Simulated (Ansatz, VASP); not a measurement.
**Two plane-wave programs on Re**

```
CELL_PARAMETERS angstrom
2.73815 0.00000 0.00000
-1.36907 2.37130 0.00000
0.00000 0.00000 4.41691
ATOMIC_POSITIONS crystal
Re 0.33333 0.66667 0.25000
Re 0.66667 0.33333 0.75000
```

Alike in both runs: functional LDA; k mesh 14 × 14 × 8; occupations fermi-dirac, width 0.1 eV; no spin polarisation.

Ansatz relaxed the structure, and its values are those at the end. VASP's run is a single point on that final structure, the one shown.

|  | VASP | Ansatz |
| --- | --- | --- |
| version | VASP 6.6.1 | Ansatz 0.2.0 |
| potentials or method | VASP PAW LDA potentials, release 64 (Re_sv_GW) | PAW with Ansatz's default frozen-core files, scalar-relativistic |
| plane-wave cutoff (eV) | 500 | 420 |
| valence electrons in the cell | 30 | 30 |

|  | VASP | Ansatz | Ansatz less VASP |
| --- | --- | --- | --- |
| pressure (GPa) | -0.9 | 0.0 | +0.96 |

LDA's correlation is that of Perdew and Zunger in VASP and of Perdew and Wang (1992) in Ansatz.

Spin-orbit coupling is off throughout.
